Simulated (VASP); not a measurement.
# Sc2Al (P6_3/mmc) in VASP: single point with LDA

Aim: the single point of Sc2Al with LDA.

All numbers are computed with VASP 6.6.1; they aren't measurements. Logs are shortened: lines on timing, memory, paths and dates and some standing lists are left out, and cuts for length are marked.

## (1) The cell of the first run

The structure is hexagonal, space group P6_3/mmc (No. 194). The conventional cell has a = 4.795 Å, b = 4.795 Å, c = 6.013 Å, α = 90.00°, β = 90.00°, γ = 120.00°. Within 4.0 Å of Sc (site symmetry -3m) lie 8 Sc at 3.01 to 3.15 Å and 6 Al at 3.15 Å. Within 3.6 Å of Sc (site symmetry -6m2) lie 5 Al at 2.77 to 3.01 Å and 6 Sc at 3.15 Å. Al (site symmetry -6m2) has 11 Sc at 2.77 to 3.15 Å within 3.6 Å.

## (2) Single point, LDA

INCAR

```
ALGO     = Fast           # electronic algorithm
EDIFF    = 1E-7           # SCF threshold, eV
ENCUT    = 520            # plane-wave cutoff, eV
GGA      = CA             # functional
ISIF     = 2              # what is computed and relaxed
ISMEAR   = -1             # smearing method
LASPH    = True           # aspherical terms in the spheres
LCHARG   = True           # write CHGCAR
LELF     = True           # ELF
LREAL    = False          # projectors in reciprocal space
LVHAR    = True         
LWAVE    = False          # write WAVECAR
NBANDS   = 34             # bands
NELM     = 80             # most SCF steps
PREC     = Accurate       # precision mode
SIGMA    = 0.15           # smearing width, eV
```

KPOINTS

```
k-points
0
Gamma
  12 12 6
```

POSCAR

```
Sc2Al
1.0
    4.7952771179      0.0000000000      0.0000000000
   -2.3976385589      4.1528318023      0.0000000000
    0.0000000000      0.0000000000      6.0131978058
Sc Al
4 2
Direct
    0.0000000000      0.0000000000      0.0000000000
    0.0000000000      0.0000000000      0.5000000000
    0.3333333333      0.6666666667      0.7500000000
    0.6666666667      0.3333333333      0.2500000000
    0.3333333333      0.6666666667      0.2500000000
    0.6666666667      0.3333333333      0.7500000000
```

Potentials or basis: VASP PAW LDA potentials, release 64 (Sc_sv, Al).

On the command line:

```sh
$ cat potpaw_LDA.64/Sc_sv/POTCAR potpaw_LDA.64/Al/POTCAR > POTCAR
$ mpirun -np 1 vasp_std > vasp.out
```

OUTCAR:

```text
EDIFF = 1E-7
   ENCUT = 520
   GGA = CA
   ISIF = 2
   ISMEAR = -1
   LASPH = True
   LREAL = False
   NELM = 80
   PREC = Accurate

 ion  position               nearest neighbor table
   1  0.000  0.000  0.000-   2 3.01   2 3.01   4 3.15   5 3.15   6 3.15   3 3.15   3 3.15   5 3.15
                             4 3.15   6 3.15   4 3.15   6 3.15   3 3.15   5 3.15
   2  0.000  0.000  0.500-   1 3.01   1 3.01   4 3.15   5 3.15   6 3.15   3 3.15   3 3.15   5 3.15
                             4 3.15   6 3.15   4 3.15   6 3.15   3 3.15   5 3.15
   3  0.333  0.667  0.750-   6 2.77   6 2.77   6 2.77   5 3.01   5 3.01   1 3.15   2 3.15   2 3.15
                             1 3.15   2 3.15   1 3.15
   4  0.667  0.333  0.250-   5 2.77   5 2.77   5 2.77   6 3.01   6 3.01   1 3.15   2 3.15   1 3.15
                             2 3.15   1 3.15   2 3.15
   5  0.333  0.667  0.250-   4 2.77   4 2.77   4 2.77   3 3.01   3 3.01   1 3.15   2 3.15   2 3.15
                             1 3.15   2 3.15   1 3.15
   6  0.667  0.333  0.750-   3 2.77   3 2.77   3 2.77   4 3.01   4 3.01   1 3.15   2 3.15   1 3.15
                             2 3.15   1 3.15   2 3.15

  LATTYP: Found a hexagonal cell.
 ALAT       =     4.7952771179
 C/A-ratio  =     1.2539833795

  Lattice vectors:

 A1 = (   4.7952771179,   0.0000000000,   0.0000000000)
 A2 = (  -2.3976385589,   4.1528318023,   0.0000000000)
 A3 = (   0.0000000000,   0.0000000000,   6.0131978058)

Analysis of symmetry for initial positions (statically):
=====================================================================
 Subroutine PRICEL returns:
 Original cell was already a primitive cell.

 Routine SETGRP: Setting up the symmetry group for a
 hexagonal supercell.

 Subroutine GETGRP returns: Found 24 space group operations
 (whereof 12 operations were pure point group operations)
 out of a pool of 24 trial point group operations.

The static configuration has the point symmetry D_3d.
 The point group associated with its full space group is D_6h.

Analysis of symmetry for dynamics (positions and initial velocities):
=====================================================================
 Subroutine PRICEL returns:
 Original cell was already a primitive cell.

 Routine SETGRP: Setting up the symmetry group for a
 hexagonal supercell.

 Subroutine GETGRP returns: Found 24 space group operations
 (whereof 12 operations were pure point group operations)
 out of a pool of 24 trial point group operations.

The dynamic configuration has the point symmetry D_3d.
 The point group associated with its full space group is D_6h.

 Subroutine INISYM returns: Found 24 space group operations
 (whereof 12 operations are pure point group operations),
 and found     1 'primitive' translations

----------------------------------------------------------------------------------------

                                     Primitive cell

  volume of cell :     119.7467

  direct lattice vectors                    reciprocal lattice vectors
     4.795277118  0.000000000  0.000000000     0.208538521  0.120399771  0.000000000
    -2.397638559  4.152831802  0.000000000     0.000000000  0.240799543  0.000000000
     0.000000000  0.000000000  6.013197806     0.000000000  0.000000000  0.166300866

  length of vectors
     4.795277118  4.795277118  6.013197806     0.240799543  0.240799543  0.166300866

  position of ions in fractional coordinates (direct lattice)
     0.000000000  0.000000000  0.000000000
     0.000000000  0.000000000  0.500000000
     0.333333333  0.666666667  0.750000000
     0.666666667  0.333333333  0.250000000
     0.333333333  0.666666667  0.250000000
     0.666666667  0.333333333  0.750000000

  ion indices of the primitive-cell ions
   primitive index   ion index
                 1           1
                 2           2
                 3           3
                 4           4
                 5           5
                 6           6

----------------------------------------------------------------------------------------

 KPOINTS: k-points

Automatic generation of k-mesh.
 Grid dimensions read from file:
 generate k-points for:   12   12    6

 Generating k-lattice:

  Cartesian coordinates                     Fractional coordinates (reciprocal lattice)
     0.017378210  0.010033314  0.000000000     0.083333333 -0.000000000  0.000000000
     0.000000000  0.020066629  0.000000000     0.000000000  0.083333333  0.000000000
     0.000000000  0.000000000  0.027716811     0.000000000  0.000000000  0.166666667

  Length of vectors
     0.020066629  0.020066629  0.027716811

  Shift w.r.t. Gamma in fractional coordinates (k-lattice)
     0.000000000  0.000000000  0.000000000

 Subroutine IBZKPT returns following result:
 ===========================================

 Found     76 irreducible k-points:

 Following reciprocal coordinates:
            Coordinates               Weight
  0.000000  0.000000  0.000000      1.000000
  0.083333 -0.000000  0.000000      6.000000
  0.166667 -0.000000  0.000000      6.000000
  0.250000 -0.000000  0.000000      6.000000
  0.333333 -0.000000  0.000000      6.000000
  0.416667 -0.000000  0.000000      6.000000
[... 16 lines left out ...]
  0.250000 -0.000000  0.166667     12.000000
  0.333333 -0.000000  0.166667     12.000000
 [... further k-points ...]
   k-points           NKPTS =     76   k-points in BZ     NKDIM =     76   number of bands    NBANDS=     34
   number of dos      NEDOS =    301   number of ions     NIONS =      6
   total plane-waves  NPLWV =  62208
   dimension x,y,z NGX =    36 NGY =   36 NGZ =   48
   dimension x,y,z NGXF=    72 NGYF=   72 NGZF=   96
   ions per type =               4   2
   NGX,Y,Z   is equivalent  to a cutoff of  12.48, 12.48, 13.27 a.u.
   NGXF,Y,Z  is equivalent  to a cutoff of  24.96, 24.96, 26.54 a.u.
 SYSTEM =  unknown system
   PREC   = accura    normal or accurate (medium, high low for compatibility)
   ISTART =      0    job   : 0-new  1-cont  2-samecut
   ICHARG =      2    charge: 1-file 2-atom 10-const
   ISPIN  =      1    spin polarized calculation?
   LNONCOLLINEAR =      F non collinear calculations
   LSORBIT =      F    spin-orbit coupling
   LASPH  =      T    aspherical Exc in radial PAW
   ENCUT  =  520.0 eV  38.22 Ry    6.18 a.u.   8.92  8.92 11.18*2*pi/ulx,y,z
   NELM   =     80;   NELMIN=  2; NELMDL= -5     # of ELM steps
   EDIFF  = 0.1E-06   stopping-criterion for ELM
   LREAL  =      F    real-space projection
   EDIFFG = 0.1E-05   stopping-criterion for IOM
   NSW    =      0    number of steps for IOM
   IBRION =     -1    ionic relax: 0-MD 1-quasi-New 2-CG
   NFREE  =      0    steps in history (QN), initial steepest desc. (CG)
   ISIF   =      2    stress and relaxation
   ISYM   =      2    0-nonsym 1-usesym 2-fastsym
   POTIM  = 0.5000    time-step for ionic-motion
   TEBEG  =    0.0;   TEEND  =   0.0 temperature during run
   PSTRESS=    0.0 pullay stress
   NELECT =      50.0000    total number of electrons
   NUPDOWN=      -1.0000    fix difference up-down
   EMIN   =  10.00;   EMAX   =-10.00  energy-range for DOS
   EFERMI =   0.00;   METHOD = LEGACY
   ISMEAR =    -1;   SIGMA  =   0.15  broadening in eV -4-tet -1-fermi 0-gaus
   EFERMI_NEDOS =   21; number of points for ismear=-14 and -15
   IALGO  =     68    algorithm
   IMIX   =      4    mixing-type and parameters
     AMIX     =   0.40;   BMIX     =  1.00
     AMIX_MAG =   1.60;   BMIX_MAG =  1.00
  volume/ion in A,a.u.               =      19.96       134.68
  Fermi-wavevector in a.u.,A,eV,Ry     =   1.223612  2.312291 20.370994  1.497226
  Thomas-Fermi vector in A             =   2.358716
   LORBIT       =      0    0 simple, 1 ext, 2 COOP (PROOUT), +10 PAW based schemes
   GGA     = CA    functional components
   LHFCALC =     F    Hartree Fock is set to
   AEXX    =    0.0000 exact exchange contribution
   IVDW    =     0    specifies the selected vdW correction
   LEPSILON=     F    determine dielectric tensor
   LRPA    =     F    only Hartree local field effects (RPA)
 non-spin polarized calculation
 RMM-DIIS sequential band-by-band and
  energy-cutoff  :      520.00
  volume of cell :      119.75
 maximum number of plane-waves:      3252
 NGX is ok and might be reduce to    36
   NGX = 17   NGY = 17   NGZ = 23

 number of electron      49.9999991 magnetization

 Free energy of the ion-electron system (eV)
  ---------------------------------------------------
  ext. energy  EPLUGINS =         0.00000000
  ---------------------------------------------------
  free energy    TOTEN  =       -37.70820005 eV

  energy without entropy =      -37.22969762  energy(sigma->0) =      -37.46894884

 E-fermi :   5.0005     XC(G=0): -10.5878

 val. band max:        4.9989780174   @ k =   0.0000   0.0000   0.0000
 cond. band min:       5.0103876746   @ k =   0.0833  -0.0000   0.0000
 fundamental gap:      0.0114096573
 Fermi energy:         5.0004642447

 k-point     1 :       0.0000    0.0000    0.0000
  band No.  band energies     occupation
      1     -43.6603      2.00000
      2     -43.5846      2.00000
      3     -43.5306      2.00000
      4     -43.5143      2.00000
      5     -22.8414      2.00000
      6     -22.7614      2.00000
[... 26 lines left out ...]
     33       8.0092      0.00000
     34       8.6551      0.00000

 k-point     2 :       0.0833   -0.0000    0.0000
  band No.  band energies     occupation
      1     -43.6593      2.00000
      2     -43.5846      2.00000
      3     -43.5306      2.00000
      4     -43.5153      2.00000
      5     -22.8469      2.00000
      6     -22.7647      2.00000
[... 26 lines left out ...]
     33       7.9692      0.00000
     34       8.1332      0.00000
[... 775 lines left out ...]
     33       7.3773      0.00000
     34       7.7348      0.00000

 k-point    24 :       0.3333   -0.0000    0.1667
  band No.  band energies     occupation
      1     -43.6439      2.00000
      2     -43.5892      2.00000
      3     -43.5305      2.00000
      4     -43.5259      2.00000
      5     -22.8679      2.00000
      6     -22.7863      2.00000
[... 26 lines left out ...]
     33       7.1625      0.00000
     34       7.7581      0.00000

 [... further k-points ...]

------------------------ aborting loop because EDIFF is reached ----------------------------------------

  FORCE on cell =-STRESS in cart. coord.  units (eV):
  Direction    XX          YY          ZZ          XY          YZ          ZX
  --------------------------------------------------------------------------------------
  -------------------------------------------------------------------------------------
  Total        0.1305300      0.1305300      0.1062666      0.0000000      0.0000000     -0.0000000
  in kB        1.7464552      1.7464552      1.4218169      0.0000000      0.0000000     -0.0000000
  external PRESSURE =       1.6382424 kB  Pullay stress =       0.0000000 kB

 VOLUME and BASIS-vectors are now :
 -----------------------------------------------------------------------------
  energy-cutoff  :      520.00
  volume of cell :      119.75
      direct lattice vectors                 reciprocal lattice vectors
     4.795277118  0.000000000  0.000000000     0.208538521  0.120399771  0.000000000
    -2.397638559  4.152831802  0.000000000     0.000000000  0.240799543  0.000000000
     0.000000000  0.000000000  6.013197806     0.000000000  0.000000000  0.166300866

 POSITION                                       TOTAL-FORCE (eV/Angst)
 -----------------------------------------------------------------------------------
      0.00000      0.00000      0.00000         0.000000      0.000000      0.000000
      0.00000      0.00000      3.00660         0.000000      0.000000      0.000000
     -0.00000      2.76855      4.50990         0.000000     -0.000000     -0.000000
      2.39764      1.38428      1.50330        -0.000000      0.000000      0.000000
     -0.00000      2.76855      1.50330         0.000000      0.000000      0.000000
      2.39764      1.38428      4.50990        -0.000000      0.000000      0.000000
 -----------------------------------------------------------------------------------
    total drift:                               -0.000000      0.000000     -0.000000

  FREE ENERGIE OF THE ION-ELECTRON SYSTEM (eV)
  ---------------------------------------------------
  free  energy   TOTEN  =       -37.7082000510 eV

  energy  without entropy=      -37.2296976215  energy(sigma->0) =      -37.46894884
```

Run time: 14 min. Hardware: 1 thread of Oxide Virtual Turin-like, shared host; peak memory 0.33 GiB.

What came out:

| Property | Result |
| --- | --- |
| Free energy | -37.7082 eV |
| Pressure | 0.2 GPa |
| Band gap on the k mesh | zero (band 25 reaches 5.41 eV, above the bottom of band 26 at 4.60 eV) |
